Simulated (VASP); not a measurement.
# NaCa18 in VASP: notebook

Runs on NaCa18. Level: PBE+D3(BJ). Tasks: single point.

Program: VASP 6.6.1. These are calculated values, not measurements. Logs are shortened: lines on timing, memory, paths and dates and some standing lists are left out, and cuts for length are marked.

## 1. The cell of the first run

The cell holds a slab with vacuum, 19 atoms: a = 7.891 Å, b = 11.837 Å, c = 18.443 Å, α = 90.00°, β = 90.00°, γ = 60.00°.

## 2. Single point, PBE+D3(BJ)

INCAR

```
ALGO = Normal
EDIFF = 1E-7
ENCUT = 520
GGA = PE
ISIF = 2
ISMEAR = 0
IVDW = 12
LASPH = True
LCHARG = False
LREAL = Auto
LWAVE = False
NBANDS = 108
NELM = 60
PREC = Accurate
SIGMA = 0.15
```

KPOINTS

```
k-points
0
Gamma
  3 2 1
```

POSCAR

```
NaCa18
1.0
    7.8913120000      0.0000000000      0.0000000000
    5.9184840000     10.2511150000      0.0000000000
    0.0000000000      0.0000000000     18.4432290000
Ca Na
18 1
Direct
    0.1666666504      0.1111111328      0.0542203862
    0.6666666504      0.1111111328      0.0542203862
    0.1666666748      0.4444444336      0.0542203862
    0.6666666748      0.4444444336      0.0542203862
    0.1666666260      0.7777778320      0.0542203862
    0.6666666260      0.7777778320      0.0542203862
   -0.1655349911      0.2211664780      0.2190987272
    0.3319849690      0.2222028531      0.2166409689
   -0.1674969525      0.5540844094      0.2203905292
    0.3305593473      0.5559021628      0.2174850185
   -0.1699217175      0.8901578999      0.2182460566
    0.3288669906      0.8891807379      0.2188917136
   -0.0167148610      0.0044508329      0.3883040763
    0.4945478270      0.0017193252      0.3801321341
    0.0048041999      0.3293332481      0.3891009541
    0.4968837181      0.3326866395      0.3793566734
   -0.0049836792      0.6683964622      0.3839933886
    0.4956479269      0.6666116808      0.3826616261
    0.5648318070      0.1463351060      0.5435092738
```

Potentials or basis: VASP PAW PBE potentials, release 64 (Ca_sv, Na_pv).

The run is started by

```
cat potpaw_PBE.64/Ca_sv/POTCAR potpaw_PBE.64/Na_pv/POTCAR > POTCAR
mpirun -np 1 vasp_std > vasp.out
```

OUTCAR:

```text
EDIFF = 1E-7
   ENCUT = 520
   GGA = PE
   ISIF = 2
   ISMEAR = 0
   IVDW = 12
   LASPH = True
   LREAL = Auto
   NELM = 60
   PREC = Accurate
 IVDW          = 12

 ion  position               nearest neighbor table
   1  0.167  0.111  0.054-
   2  0.667  0.111  0.054-
   3  0.167  0.444  0.054-
   4  0.667  0.444  0.054-
   5  0.167  0.778  0.054-
   6  0.667  0.778  0.054-
[... 11 lines left out ...]
  18  0.496  0.667  0.383-
  19  0.565  0.146  0.544-

  LATTYP: Found a simple monoclinic cell.
 ALAT       =     7.8913120000
 B/A-ratio  =     2.3371562295
 C/A-ratio  =     1.3228756566
 COS(beta)  =    -0.1889822364

  Lattice vectors:

 A1 = (   7.8913120000,   0.0000000000,   0.0000000000)
 A2 = (   0.0000000000,   0.0000000000, -18.4432290000)
 A3 = (  -1.9728280000,  10.2511150000,   0.0000000000)

Analysis of symmetry for initial positions (statically):
=====================================================================
 Subroutine PRICEL returns:
 Original cell was already a primitive cell.

 Routine SETGRP: Setting up the symmetry group for a
 simple monoclinic supercell.

 Subroutine GETGRP returns: Found  1 space group operations
 (whereof  1 operations were pure point group operations)
 out of a pool of  4 trial point group operations.

The static configuration has the point symmetry C_1 .

Analysis of symmetry for dynamics (positions and initial velocities):
=====================================================================
 Subroutine PRICEL returns:
 Original cell was already a primitive cell.

 Routine SETGRP: Setting up the symmetry group for a
 simple monoclinic supercell.

 Subroutine GETGRP returns: Found  1 space group operations
 (whereof  1 operations were pure point group operations)
 out of a pool of  4 trial point group operations.

The dynamic configuration has the point symmetry C_1 .

 Subroutine INISYM returns: Found  1 space group operations
 (whereof  1 operations are pure point group operations),
 and found     1 'primitive' translations

----------------------------------------------------------------------------------------

                                     Primitive cell

  volume of cell :    1491.9603

  direct lattice vectors                    reciprocal lattice vectors
     7.891312000  0.000000000  0.000000000     0.126721640 -0.073162773  0.000000000
     5.918484000 10.251115000  0.000000000     0.000000000  0.097550364  0.000000000
     0.000000000  0.000000000 18.443229000     0.000000000  0.000000000  0.054220440

  length of vectors
     7.891312000 11.836968007 18.443229000     0.146325546  0.097550364  0.054220440

  position of ions in fractional coordinates (direct lattice)
     0.166666650  0.111111133  0.054220386
     0.666666650  0.111111133  0.054220386
     0.166666675  0.444444434  0.054220386
     0.666666675  0.444444434  0.054220386
     0.166666626  0.777777832  0.054220386
     0.666666626  0.777777832  0.054220386
[... 11 lines left out ...]
     0.495647927  0.666611681  0.382661626
     0.564831807  0.146335106  0.543509274

  ion indices of the primitive-cell ions
   primitive index   ion index
                 1           1
                 2           2
                 3           3
                 4           4
                 5           5
                 6           6
[... 11 lines left out ...]
                18          18
                19          19

----------------------------------------------------------------------------------------

 KPOINTS: k-points

Automatic generation of k-mesh.
 Grid dimensions read from file:
 generate k-points for:    3    2    1

 Generating k-lattice:

  Cartesian coordinates                     Fractional coordinates (reciprocal lattice)
     0.042240547 -0.024387591  0.000000000     0.333333333  0.000000000  0.000000000
     0.000000000  0.048775182  0.000000000     0.000000000  0.500000000  0.000000000
     0.000000000  0.000000000  0.054220440     0.000000000  0.000000000  1.000000000

  Length of vectors
     0.048775182  0.048775182  0.054220440

  Shift w.r.t. Gamma in fractional coordinates (k-lattice)
     0.000000000  0.000000000  0.000000000

 -----------------------------------------------------------------------------
|                                                                             |
|           W    W    AA    RRRRR   N    N  II  N    N   GGGG   !!!           |
|           W    W   A  A   R    R  NN   N  II  NN   N  G    G  !!!           |
|           W    W  A    A  R    R  N N  N  II  N N  N  G       !!!           |
|           W WW W  AAAAAA  RRRRR   N  N N  II  N  N N  G  GGG   !            |
|           WW  WW  A    A  R   R   N   NN  II  N   NN  G    G                |
|           W    W  A    A  R    R  N    N  II  N    N   GGGG   !!!           |
|                                                                             |
|     Your reciprocal lattice and k-lattice belong to different lattice       |
|     classes:                                                                |
|                                                                             |
|        The reciprocal lattice is simple monoclinic,                         |
|        whereas your k-lattice is hexagonal.                                 |
|                                                                             |
|     Results are often still useful ...                                      |
|                                                                             |
 -----------------------------------------------------------------------------

 Subroutine IBZKPT returns following result:
 ===========================================

 Found      4 irreducible k-points:

 Following reciprocal coordinates:
            Coordinates               Weight
  0.000000  0.000000  0.000000      1.000000
  0.333333  0.000000  0.000000      2.000000
  0.000000  0.500000  0.000000      1.000000
  0.333333  0.500000  0.000000      2.000000
   k-points           NKPTS =      4   k-points in BZ     NKDIM =      4   number of bands    NBANDS=    108
   number of dos      NEDOS =    301   number of ions     NIONS =     19
   total plane-waves  NPLWV = 756000
   dimension x,y,z NGX =    60 NGY =   90 NGZ =  140
   dimension x,y,z NGXF=   120 NGYF=  180 NGZF=  280
   ions per type =              18   1
   NGX,Y,Z   is equivalent  to a cutoff of  12.64, 12.64, 12.62 a.u.
   NGXF,Y,Z  is equivalent  to a cutoff of  25.28, 25.28, 25.24 a.u.
 SYSTEM =  unknown system
   PREC   = accura    normal or accurate (medium, high low for compatibility)
   ISTART =      0    job   : 0-new  1-cont  2-samecut
   ICHARG =      2    charge: 1-file 2-atom 10-const
   ISPIN  =      1    spin polarized calculation?
   LNONCOLLINEAR =      F non collinear calculations
   LSORBIT =      F    spin-orbit coupling
   LASPH  =      T    aspherical Exc in radial PAW
   ENCUT  =  520.0 eV  38.22 Ry    6.18 a.u.  14.67 22.01 34.29*2*pi/ulx,y,z
   NELM   =     60;   NELMIN=  2; NELMDL= -5     # of ELM steps
   EDIFF  = 0.1E-06   stopping-criterion for ELM
   LREAL  =      T    real-space projection
   EDIFFG = 0.1E-05   stopping-criterion for IOM
   NSW    =      0    number of steps for IOM
   IBRION =     -1    ionic relax: 0-MD 1-quasi-New 2-CG
   NFREE  =      0    steps in history (QN), initial steepest desc. (CG)
   ISIF   =      2    stress and relaxation
   ISYM   =      2    0-nonsym 1-usesym 2-fastsym
   POTIM  = 0.5000    time-step for ionic-motion
   TEBEG  =    0.0;   TEEND  =   0.0 temperature during run
   PSTRESS=    0.0 pullay stress
   NELECT =     187.0000    total number of electrons
   NUPDOWN=      -1.0000    fix difference up-down
   EMIN   =  10.00;   EMAX   =-10.00  energy-range for DOS
   EFERMI =   0.00;   METHOD = LEGACY
   ISMEAR =     0;   SIGMA  =   0.15  broadening in eV -4-tet -1-fermi 0-gaus
   EFERMI_NEDOS =   21; number of points for ismear=-14 and -15
   IALGO  =     38    algorithm
   IMIX   =      4    mixing-type and parameters
     AMIX     =   0.40;   BMIX     =  1.00
     AMIX_MAG =   1.60;   BMIX_MAG =  1.00
  volume/ion in A,a.u.               =      78.52       529.91
  Fermi-wavevector in a.u.,A,eV,Ry     =   0.819287  1.548229  9.132664  0.671232
  Thomas-Fermi vector in A             =   1.930065
   LORBIT       =      0    0 simple, 1 ext, 2 COOP (PROOUT), +10 PAW based schemes
   GGA     = PE    functional components
   LHFCALC =     F    Hartree Fock is set to
   AEXX    =    0.0000 exact exchange contribution
   IVDW    =    12    specifies the selected vdW correction
   LEPSILON=     F    determine dielectric tensor
   LRPA    =     F    only Hartree local field effects (RPA)
 non-spin polarized calculation
 Gauss-broadening in eV      SIGMA  =   0.15
  energy-cutoff  :      520.00
  volume of cell :     1491.96
 maximum number of plane-waves:     40201
 NGX is ok and might be reduce to    60
   NGX = 29   NGY = 45   NGZ = 69

 number of electron     186.9999996 magnetization

 Free energy of the ion-electron system (eV)
  ---------------------------------------------------
  ext. energy  EPLUGINS =         0.00000000
  ---------------------------------------------------
  free energy    TOTEN  =       -31.46310111 eV

  energy without entropy =      -31.14457644  energy(sigma->0) =      -31.30383877

 E-fermi :  -0.1342     XC(G=0):  -4.9448

 val. band max:       -0.1542091248   @ k =   0.3333   0.5000   0.0000
 cond. band min:      -0.1245085042   @ k =   0.0000   0.0000   0.0000
 fundamental gap:      0.0297006207
 Fermi energy:        -0.1342247028

 k-point     1 :       0.0000    0.0000    0.0000
  band No.  band energies     occupation
      1     -42.6291      2.00000
      2     -42.6262      2.00000
      3     -42.6149      2.00000
      4     -42.5834      2.00000
      5     -42.5699      2.00000
      6     -42.5643      2.00000
[... 97 lines left out ...]
    104       0.4390      0.00000
    105       0.4792      0.00000

 k-point     2 :       0.3333    0.0000    0.0000
  band No.  band energies     occupation
      1     -42.6288      2.00000
      2     -42.6263      2.00000
      3     -42.6151      2.00000
      4     -42.5832      2.00000
      5     -42.5694      2.00000
      6     -42.5645      2.00000
[... 97 lines left out ...]
    104       0.4730      0.00000
    105       0.4844      0.00000

 k-point     3 :       0.0000    0.5000    0.0000
  band No.  band energies     occupation
      1     -42.6290      2.00000
      2     -42.6263      2.00000
      3     -42.6149      2.00000
      4     -42.5834      2.00000
      5     -42.5699      2.00000
      6     -42.5645      2.00000
[... 97 lines left out ...]
    104       0.3690      0.00000
    105       0.4624      0.00000

 k-point     4 :       0.3333    0.5000    0.0000
  band No.  band energies     occupation
      1     -42.6288      2.00000
      2     -42.6263      2.00000
      3     -42.6151      2.00000
      4     -42.5832      2.00000
      5     -42.5696      2.00000
      6     -42.5643      2.00000
[... 97 lines left out ...]
    104       0.4725      0.00000
    105       0.4779      0.00000
 [bands above 105 left out]

------------------------ aborting loop because EDIFF is reached ----------------------------------------

 Edisp (eV)   -3.23283

 E8    (eV) :    -1.6803

  FORCE on cell =-STRESS in cart. coord.  units (eV):
  Direction    XX          YY          ZZ          XY          YZ          ZX
  --------------------------------------------------------------------------------------
  -------------------------------------------------------------------------------------
  Total      -4.37360    -3.97431     0.02000     0.35988    -0.01673     0.15860
  in kB      -4.69669    -4.26791     0.02148     0.38647    -0.01797     0.17032
  external pressure =       -2.98 kB  Pullay stress =        0.00 kB

 VOLUME and BASIS-vectors are now :
 -----------------------------------------------------------------------------
  energy-cutoff  :      520.00
  volume of cell :     1491.96
      direct lattice vectors                 reciprocal lattice vectors
     7.891312000  0.000000000  0.000000000     0.126721640 -0.073162773  0.000000000
     5.918484000 10.251115000  0.000000000     0.000000000  0.097550364  0.000000000
     0.000000000  0.000000000 18.443229000     0.000000000  0.000000000  0.054220440

 POSITION                                       TOTAL-FORCE (eV/Angst)
 -----------------------------------------------------------------------------------
      1.97283      1.13901      1.00000        -0.004527     -0.014198     -0.024297
      5.91848      1.13901      1.00000         0.008038      0.003417     -0.053384
      3.94566      4.55605      1.00000        -0.004087      0.000263     -0.015158
      7.89131      4.55605      1.00000        -0.007983     -0.022268      0.027678
      5.91848      7.97309      1.00000        -0.014289      0.018699      0.004765
      9.86414      7.97309      1.00000        -0.000616      0.011279      0.038695
[... 11 lines left out ...]
      7.85664      6.83351      7.05752         0.002541      0.002046      0.007501
      5.32335      1.50010     10.02407         0.007242     -0.007908      0.007843
 -----------------------------------------------------------------------------------
    total drift:                                0.000245     -0.001072      0.001319

  FREE ENERGIE OF THE ION-ELECTRON SYSTEM (eV)
  ---------------------------------------------------
  free  energy   TOTEN  =       -34.6959351076 eV

  energy  without entropy=      -34.3774104390  energy(sigma->0) =      -34.53667277
```

Wall time 42 min (1 thread of Intel Xeon Platinum 8375C at 2.90GHz (Ice Lake), shared host); peak memory 1.5 GiB.

What came out:

```
Free energy                : -34.6959 eV
Largest force              : 0.054 eV/Å
Band gap on the k mesh     : zero (an odd number of electrons rules out a gap without spin polarisation)
Dispersion energy per atom : -0.170 eV
```

Forces in eV/Å, atoms in the order of the input:
```
Ca  -0.005 -0.014 -0.024
Ca   0.008  0.003 -0.053
Ca  -0.004  0.000 -0.015
Ca  -0.008 -0.022  0.028
Ca  -0.014  0.019  0.005
Ca  -0.001  0.011  0.039
Ca   0.001 -0.005  0.003
Ca  -0.002  0.007 -0.006
Ca   0.004 -0.001  0.001
Ca  -0.002  0.002 -0.001
Ca   0.008  0.001  0.001
Ca  -0.008  0.002 -0.004
Ca   0.005 -0.001 -0.003
Ca   0.002 -0.003  0.006
Ca   0.003  0.002  0.004
Ca   0.002  0.004  0.001
Ca   0.000  0.002  0.005
Ca   0.003  0.002  0.008
Na   0.007 -0.008  0.008
```

Caveat: there is no dipole correction, which matters where the two faces differ.

[end of part 1 of 2]

The gap in the log of VASP goes by the Fermi energy; the results here count the filled bands.